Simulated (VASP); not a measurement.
Input of a VASP 6.6.1 run:

The input INCAR:

```
SYSTEM = TiAl3
ALGO = Normal
EDIFF = 1E-6
EDIFFG = -0.01
ENCUT = 600
GGA = PS
IBRION = 2
ISIF = 3
ISMEAR = -1
LASPH = .True.
LCHARG = .False.
LREAL = .False.
LWAVE = .False.
NELM = 100
NSW = 60
PREC = Accurate
PSTRESS = 300.0
SIGMA = 0.05
```

KPOINTS

```
k-points
0
Gamma
  9 6 6
  0 0 0
```

Contents of POSCAR:

```
TiAl3
1.0
    2.8396770000      0.0000000000      0.0000000000
    0.0000000000      4.6812640000      0.0000000000
    0.0000000000      0.0000000000      4.9007420000
Ti Al
1 3
Direct
    0.0000000000      0.5000000000      0.1659160000
    0.0000000000      0.0000000000      0.8359000000
    0.5000000000      0.0000000000      0.3309120000
    0.5000000000      0.5000000000      0.6672710000
```

Potentials or basis: VASP PAW PBE potentials, release 64 (Ti_sv, Al).

Run with:

```sh
$ cat potpaw_PBE.64/Ti_sv/POTCAR potpaw_PBE.64/Al/POTCAR > POTCAR
$ mpirun -np 1 vasp_std > vasp.out
```

Estimate the relaxed volume.

13.09 Å³/atom.

What does it give for the relaxed cell?

a = 2.590 Å, b = 4.375 Å, c = 4.620 Å, α = 90.00°, β = 90.00°, γ = 90.00°.

What does it give for the space group after relaxing (to 0.1 Å)?

Pmm2 (No. 25).

What does it give for the band gap on the k mesh?

Zero (an odd number of electrons rules out a gap without spin polarisation).

The path:
```
step  energy change (eV)  largest force (eV/Å)  pressure (GPa)  volume (Å³)
   1              0.0000                0.0477           -2.34        65.15
   2              6.9867                0.4744          134.66        38.80
   3              0.7196                0.1482           26.45        53.29
   4              0.8449                0.1582           29.24        52.56
   5              0.8881                0.1618           30.18        52.33
   6              0.8838                0.0911           30.18        52.31
   7              0.8845                0.1386           30.20        52.31
   8              0.8617                0.0945           29.75        52.42
   9              0.8378                0.0770           29.24        52.54
  10              0.8640                0.0670           29.81        52.40
  11              0.8806                0.0607           30.17        52.31
  12              0.8769                0.0311           30.11        52.33
  13              0.8729                0.0072           30.02        52.35
```

Caveat: the cell is relaxed towards a set pressure, so the run minimises the enthalpy, not the energy; the volume moved by over 15 % at a fixed basis, so the end points are rough; the PAW data sets were made with another functional, which shifts forces and pressure a little.
